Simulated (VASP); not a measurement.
# MgO (P6_3/mmc) in VASP: settings compared, part 2 of 2

VASP 6.6.1.

## 3. Single point, PBE

This run uses another cell than the first one: it holds 8 atoms, not 4.

INCAR

```
SYSTEM = MgO
PREC     = Accurate       ! precision mode
ENCUT    = 520            ! plane-wave cutoff, eV
EDIFF    = 1E-7           ! SCF threshold, eV
ISMEAR   = 0              ! smearing method
SIGMA    = 0.1            ! smearing width, eV
LREAL    = .FALSE.        ! projectors in reciprocal space
LASPH    = .TRUE.         ! aspherical terms in the spheres
NELM     = 100            ! most SCF steps
ALGO     = Normal         ! electronic algorithm
ISIF     = 2              ! what is computed and relaxed
LWAVE    = .FALSE.        ! write WAVECAR
LCHARG   = .FALSE.        ! write CHGCAR
GGA      = PE             ! functional
NBANDS   = 26             ! bands
```

KPOINTS

```
regular mesh
0
G
  4 4 2
  0 0 0
```

POSCAR

```
MgO
1.0
   -1.7604621748      3.0492099316      0.0000000000
    0.0000000000      0.0000000000      4.2373703186
    5.2813865245      3.0492099316      0.0000000000
Mg O
4 4
Direct
    0.0000000000      0.7500000000      0.3333333333
    0.5000000000      0.7500000000      0.8333333333
    0.5000000000      0.2500000000      0.1666666667
    0.0000000000      0.2500000000      0.6666666667
    0.0000000000      0.2500000000      0.3333333333
    0.5000000000      0.2500000000      0.8333333333
    0.5000000000      0.7500000000      0.1666666667
    0.0000000000      0.7500000000      0.6666666667
```

Potentials or basis: VASP PAW PBE potentials, release 64 (Mg, O).

The run is started by

```
> cat potpaw_PBE.64/Mg/POTCAR potpaw_PBE.64/O/POTCAR > POTCAR
> mpirun -np 1 vasp_std > vasp.out
```

OUTCAR:

```text
SYSTEM = MgO
   PREC = Accurate
   ENCUT = 520
   EDIFF = 1E-7
   ISMEAR = 0
   LREAL = .FALSE.
   LASPH = .TRUE.
   NELM = 100
   ISIF = 2
   GGA = PE

 ion  position               nearest neighbor table
   1  0.000  0.750  0.333-   7 2.03   7 2.03   8 2.03   5 2.12   5 2.12   3 2.94   3 2.94   3 2.94
                             3 2.94   4 2.94   4 2.94   2 3.52   2 3.52   2 3.52   2 3.52
   2  0.500  0.750  0.833-   8 2.03   8 2.03   7 2.03   6 2.12   6 2.12   4 2.94   4 2.94   4 2.94
                             4 2.94   3 2.94   3 2.94   1 3.52   1 3.52   1 3.52   1 3.52
   3  0.500  0.250  0.167-   5 2.03   5 2.03   6 2.03   7 2.12   7 2.12   1 2.94   1 2.94   1 2.94
                             1 2.94   2 2.94   2 2.94   4 3.52   4 3.52   4 3.52   4 3.52
   4  0.000  0.250  0.667-   6 2.03   6 2.03   5 2.03   8 2.12   8 2.12   2 2.94   2 2.94   2 2.94
                             2 2.94   1 2.94   1 2.94   3 3.52   3 3.52   3 3.52   3 3.52
   5  0.000  0.250  0.333-   3 2.03   3 2.03   4 2.03   1 2.12   1 2.12
   6  0.500  0.250  0.833-   4 2.03   4 2.03   3 2.03   2 2.12   2 2.12
   7  0.500  0.750  0.167-   1 2.03   1 2.03   2 2.03   3 2.12   3 2.12
   8  0.000  0.750  0.667-   2 2.03   2 2.03   1 2.03   4 2.12   4 2.12

  LATTYP: Found a simple orthorhombic cell.
 ALAT       =     3.5209243496
 B/A-ratio  =     1.2034823523
 C/A-ratio  =     1.7320508076

  Lattice vectors:

 A1 = (  -1.7604621748,   3.0492099316,   0.0000000000)
 A2 = (   0.0000000000,   0.0000000000,   4.2373703186)
 A3 = (   5.2813865245,   3.0492099316,   0.0000000000)

Analysis of symmetry for initial positions (statically):
=====================================================================
 Subroutine PRICEL returns following result:

  LATTYP: Found a hexagonal cell.
 ALAT       =     3.5209243497
 C/A-ratio  =     1.2034823523

  Lattice vectors:

 A1 = (   1.7604621749,   3.0492099316,   0.0000000000)
 A2 = (  -3.5209243497,   0.0000000000,   0.0000000000)
 A3 = (   0.0000000000,   0.0000000000,   4.2373703186)

   2 primitive cells build up your supercell.

 Routine SETGRP: Setting up the symmetry group for a
 simple orthorhombic supercell.

 Subroutine GETGRP returns: Found  8 space group operations
 (whereof  4 operations were pure point group operations)
 out of a pool of  8 trial point group operations.

The static configuration has the point symmetry C_2h.
 The point group associated with its full space group is D_2h.

Analysis of symmetry for dynamics (positions and initial velocities):
=====================================================================
 Subroutine PRICEL returns following result:

  LATTYP: Found a hexagonal cell.
 ALAT       =     3.5209243497
 C/A-ratio  =     1.2034823523

  Lattice vectors:

 A1 = (   1.7604621749,   3.0492099316,   0.0000000000)
 A2 = (  -3.5209243497,   0.0000000000,   0.0000000000)
 A3 = (   0.0000000000,   0.0000000000,   4.2373703186)

   2 primitive cells build up your supercell.

 Routine SETGRP: Setting up the symmetry group for a
 simple orthorhombic supercell.

 Subroutine GETGRP returns: Found  8 space group operations
 (whereof  4 operations were pure point group operations)
 out of a pool of  8 trial point group operations.
[... 63 lines left out ...]
  0.000000  0.000000  0.000000      1.000000
  0.250000  0.000000  0.000000      2.000000
  0.500000  0.000000  0.000000      1.000000
  0.000000  0.250000  0.000000      2.000000
  0.250000  0.250000  0.000000      4.000000
  0.500000  0.250000  0.000000      2.000000
[... 10 lines left out ...]
  0.250000  0.500000  0.500000      2.000000
  0.500000  0.500000  0.500000      1.000000
   k-points           NKPTS =     18   k-points in BZ     NKDIM =     18   number of bands    NBANDS=     26
   number of dos      NEDOS =    301   number of ions     NIONS =      8
   total plane-waves  NPLWV =  43008
   dimension x,y,z NGX =    28 NGY =   32 NGZ =   48
   dimension x,y,z NGXF=    56 NGYF=   64 NGZF=   96
   ions per type =               4   4
   NGX,Y,Z   is equivalent  to a cutoff of  13.22, 12.55, 13.09 a.u.
   NGXF,Y,Z  is equivalent  to a cutoff of  26.44, 25.11, 26.17 a.u.
 SYSTEM =  MgO
   PREC   = accura    normal or accurate (medium, high low for compatibility)
   ISTART =      0    job   : 0-new  1-cont  2-samecut
   ICHARG =      2    charge: 1-file 2-atom 10-const
   ISPIN  =      1    spin polarized calculation?
   LNONCOLLINEAR =      F non collinear calculations
   LSORBIT =      F    spin-orbit coupling
   LASPH  =      T    aspherical Exc in radial PAW
   ENCUT  =  520.0 eV  38.22 Ry    6.18 a.u.   6.55  7.88 11.34*2*pi/ulx,y,z
   NELM   =    100;   NELMIN=  2; NELMDL= -5     # of ELM steps
   EDIFF  = 0.1E-06   stopping-criterion for ELM
   LREAL  =      F    real-space projection
   EDIFFG = 0.1E-05   stopping-criterion for IOM
   NSW    =      0    number of steps for IOM
   IBRION =     -1    ionic relax: 0-MD 1-quasi-New 2-CG
   NFREE  =      0    steps in history (QN), initial steepest desc. (CG)
   ISIF   =      2    stress and relaxation
   ISYM   =      2    0-nonsym 1-usesym 2-fastsym
   POTIM  = 0.5000    time-step for ionic-motion
   TEBEG  =    0.0;   TEEND  =   0.0 temperature during run
   PSTRESS=    0.0 pullay stress
   NELECT =      32.0000    total number of electrons
   NUPDOWN=      -1.0000    fix difference up-down
   EMIN   =  10.00;   EMAX   =-10.00  energy-range for DOS
   EFERMI =   0.00;   METHOD = LEGACY
   ISMEAR =     0;   SIGMA  =   0.10  broadening in eV -4-tet -1-fermi 0-gaus
   EFERMI_NEDOS =   21; number of points for ismear=-14 and -15
   IALGO  =     38    algorithm
   IMIX   =      4    mixing-type and parameters
     AMIX     =   0.40;   BMIX     =  1.00
     AMIX_MAG =   1.60;   BMIX_MAG =  1.00
  volume/ion in A,a.u.               =      11.37        76.75
  Fermi-wavevector in a.u.,A,eV,Ry     =   1.155584  2.183736 18.168857  1.335373
  Thomas-Fermi vector in A             =   2.292211
   LORBIT       =      0    0 simple, 1 ext, 2 COOP (PROOUT), +10 PAW based schemes
   GGA     = PE    functional components
   LHFCALC =     F    Hartree Fock is set to
   AEXX    =    0.0000 exact exchange contribution
   IVDW    =     0    specifies the selected vdW correction
   LEPSILON=     F    determine dielectric tensor
   LRPA    =     F    only Hartree local field effects (RPA)
 non-spin polarized calculation
 Gauss-broadening in eV      SIGMA  =   0.10
  energy-cutoff  :      520.00
  volume of cell :       90.99
 maximum number of plane-waves:      2468
 NGX is ok and might be reduce to    28

 number of electron      31.9999996 magnetization

 Free energy of the ion-electron system (eV)
  ---------------------------------------------------
  ext. energy  EPLUGINS =         0.00000000
  ---------------------------------------------------
  free energy    TOTEN  =       -47.34792277 eV

  energy without entropy =      -47.34792277  energy(sigma->0) =      -47.34792277

 E-fermi :   2.2268     XC(G=0):  -9.9260

 val. band max:        1.7959485236   @ k =   0.0000   0.0000   0.0000
 cond. band min:       5.0573342852   @ k =   0.0000   0.0000   0.0000
 fundamental gap:      3.2613857616
 Fermi energy:         2.2268237641

 k-point     1 :       0.0000    0.0000    0.0000
  band No.  band energies     occupation
      1     -14.9997      2.00000
      2     -14.3448      2.00000
      3     -13.9296      2.00000
      4     -13.6920      2.00000
      5      -1.7402      2.00000
      6      -1.6596      2.00000
[... 511 lines left out ...]
     25      15.6281      0.00000
     26      15.6281      0.00000

------------------------ aborting loop because EDIFF is reached ----------------------------------------

  FORCE on cell =-STRESS in cart. coord.  units (eV):
  Direction    XX          YY          ZZ          XY          YZ          ZX
  --------------------------------------------------------------------------------------
  -------------------------------------------------------------------------------------
  Total       -0.2572416     -0.2553279     -0.3216241     -0.0016573      0.0000000      0.0000000
  in kB       -4.5298235     -4.4961256     -5.6635492     -0.0291832      0.0000000      0.0000000
  external PRESSURE =      -4.8964994 kB  Pullay stress =       0.0000000 kB

 VOLUME and BASIS-vectors are now :
 -----------------------------------------------------------------------------
  energy-cutoff  :      520.00
  volume of cell :       90.99
      direct lattice vectors                 reciprocal lattice vectors
    -1.760462175  3.049209932  0.000000000    -0.142008163  0.245965354  0.000000000
     0.000000000  0.000000000  4.237370319     0.000000000  0.000000000  0.235995423
     5.281386525  3.049209932  0.000000000     0.142008163  0.081988451  0.000000000

 POSITION                                       TOTAL-FORCE (eV/Angst)
 -----------------------------------------------------------------------------------
      1.76046      1.01640      3.17803         0.000041      0.000024      0.000000
      3.52092      4.06561      3.17803         0.000041      0.000024      0.000000
      0.00000      2.03281      1.05934        -0.000041     -0.000024      0.000000
      3.52092      2.03281      1.05934        -0.000041     -0.000024      0.000000
      1.76046      1.01640      1.05934        -0.000007     -0.000004      0.000000
      3.52092      4.06561      1.05934        -0.000007     -0.000004     -0.000000
      0.00000      2.03281      3.17803         0.000007      0.000004      0.000000
      3.52092      2.03281      3.17803         0.000007      0.000004      0.000000
 -----------------------------------------------------------------------------------
    total drift:                                0.000000      0.000000      0.000000

  FREE ENERGIE OF THE ION-ELECTRON SYSTEM (eV)
  ---------------------------------------------------
  free  energy   TOTEN  =       -47.3479227704 eV

  energy  without entropy=      -47.3479227703  energy(sigma->0) =      -47.34792277
```

Run time: 29 s. Hardware: 1 thread of Intel Xeon 6975P-C (Granite Rapids), shared host; peak memory 0.2 GiB.

Results:

| Property | Result |
| --- | --- |
| Free energy | -47.3479 eV |
| Pressure | -0.5 GPa |
| Band gap on the k mesh | 3.26 eV |

Caveat: the k points lie up to 0.52 Å⁻¹ apart.

## 4. Single point, r2SCAN

POSCAR

```
MgO
1.0
    3.5209243497      0.0000000000      0.0000000000
   -1.7604621748      3.0492099316      0.0000000000
    0.0000000000      0.0000000000      4.2373703186
Mg O
2 2
Direct
    0.6666666667      0.3333333333      0.7500000000
    0.3333333333      0.6666666667      0.2500000000
    0.6666666667      0.3333333333      0.2500000000
    0.3333333333      0.6666666667      0.7500000000
```

INCAR.step1

```
ALGO = Normal
EDIFF = 1E-4
ENCUT = 520
GGA = PE
ISMEAR = 0
LASPH = True
LCHARG = False
LREAL = False
LWAVE = True
NBANDS = 16
NELM = 100
PREC = Accurate
SIGMA = 0.02
```

INCAR.step2

```
ALGO = Normal
EDIFF = 1E-6
ENCUT = 520
ISIF = 2
ISMEAR = 0
ISTART = 1
LASPH = True
LCHARG = False
LMIXTAU = True
LREAL = False
LWAVE = False
METAGGA = R2SCAN
NBANDS = 16
NELM = 100
PREC = Accurate
SIGMA = 0.02
```

KPOINTS

```
k-points
0
Gamma
  9 9 6
```

The run is started by

```
> cat potpaw_PBE.64/Mg/POTCAR potpaw_PBE.64/O/POTCAR > POTCAR
> cp INCAR.step1 INCAR
> mpirun -np 1 vasp_std > vasp.out
> cp INCAR.step2 INCAR
> mpirun -np 1 vasp_std > vasp.out
```

Wall time 62 s (1 thread of Intel Xeon 6975P-C (Granite Rapids), shared host); peak memory 0.18 GiB.

It converged, with:

* Free energy: -32.0434 eV
* Pressure: -5.1 GPa
* Band gap on the k mesh: 3.90 eV

Stress tensor (GPa, compression positive):
```
-4.81  0.00  0.00
 0.00 -4.81  0.00
 0.00  0.00 -5.63
```

Levels at points of the mesh, in eV from the valence-band top:
| k point | band 6 | band 7 | band 8 | band 9 | band 10 | band 11 |
| --- | --- | --- | --- | --- | --- | --- |
| (0.00, 0.00, 0.00) | -0.80 | -0.80 | 0.00 | 3.90 | 10.09 | 12.86 |
| (0.00, 0.00, 0.50) | -1.27 | -1.27 | -1.27 | 6.94 | 6.94 | 13.62 |

Caveat: the cell stands under tension; the PAW data sets were made with another functional, which shifts forces and pressure a little.

## 5. The runs side by side

| level | cell | k mesh | smearing | gap on the mesh (eV) | pressure (GPa) |
| --- | --- | --- | --- | --- | --- |
| PBE | a = 3.521, b = 3.521, c = 4.237 Å, angles 90.0, 90.0, 120.0°, 4 atoms, atomic positions A | 6 × 6 × 4 | gaussian 0.1 eV | 3.26 | -0.5 |
| PBE | a = 3.521, b = 4.237, c = 6.098 Å, 8 atoms, atomic positions B | 4 × 4 × 2 | gaussian 0.1 eV | 3.26 | -0.5 |
| r2SCAN | a = 3.521, b = 3.521, c = 4.237 Å, angles 90.0, 90.0, 120.0°, 4 atoms, atomic positions A | 9 × 9 × 6 | gaussian 0.02 eV | 3.90 | -5.1 |

Alike in all rows: task single point; potentials or basis VASP PAW PBE potentials, release 64 (Mg, O); no spin polarisation; cutoff (eV) 520.

Caveats: some runs use coarse meshes; the cell stands under tension (at least some runs); the PAW data sets were made with another functional, which shifts forces and pressure a little (at least some runs).

Absolute energies hang on the potentials; compare differences alone.
